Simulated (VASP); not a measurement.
Here is a VASP 6.6.1 calculation.

File INCAR:

```
SYSTEM = MgS
ALGO     = Normal         ! electronic algorithm
EDIFF    = 1E-6           ! SCF threshold, eV
ENCUT    = 600            ! plane-wave cutoff, eV
GGA      = CA             ! functional
GGA_COMPAT= .False.      
ISIF     = 2              ! what is computed and relaxed
ISMEAR   = 0              ! smearing method
LASPH    = .True.         ! aspherical terms in the spheres
LCHARG   = .False.        ! write CHGCAR
LREAL    = .False.        ! projectors in reciprocal space
LWAVE    = .False.        ! write WAVECAR
NBANDS   = 16             ! bands
NELM     = 120            ! most SCF steps
PREC     = Accurate       ! precision mode
SIGMA    = 0.02           ! smearing width, eV
```

Contents of KPOINTS:

```
k-points
0
Gamma
  6 4 6
  0 0 0
```

The input POSCAR:

```
MgS
1.0
    4.0704577099      0.0000000000      0.0000000000
    0.0000000000      5.7564965014      0.0000000000
    0.0000000000      0.0000000000      3.8658426087
Mg S
2 2
Direct
    0.0000000000      0.0000000000      0.0000000000
    0.5000000000      0.5000000000      0.4999970000
    0.5000000000      0.2500000000      0.0000000000
    0.0000000000      0.7500000000      0.4999970000
```

Potentials or basis: VASP PAW LDA potentials, release 64 (Mg, S).

Command:

```sh
$ cat potpaw_LDA.64/Mg/POTCAR potpaw_LDA.64/S/POTCAR > POTCAR
$ mpirun -np 1 vasp_std > vasp.out
```

Question: Predict the largest force.

Answer: 0.289 eV/Å.

Question: Predict the band gap on the k mesh.

Answer: 3.05 eV.

Question: Predict the pressure.

Answer: -2.1 GPa.

Forces in eV/Å, atoms in the order of the input:
```
Mg   0.000  0.289  0.000
Mg   0.000  0.289  0.000
S    0.000 -0.289  0.000
S    0.000 -0.289  0.000
```

A k mesh can miss the band edges. A hybrid or GW would open this gap; LDA tends to underestimate it.
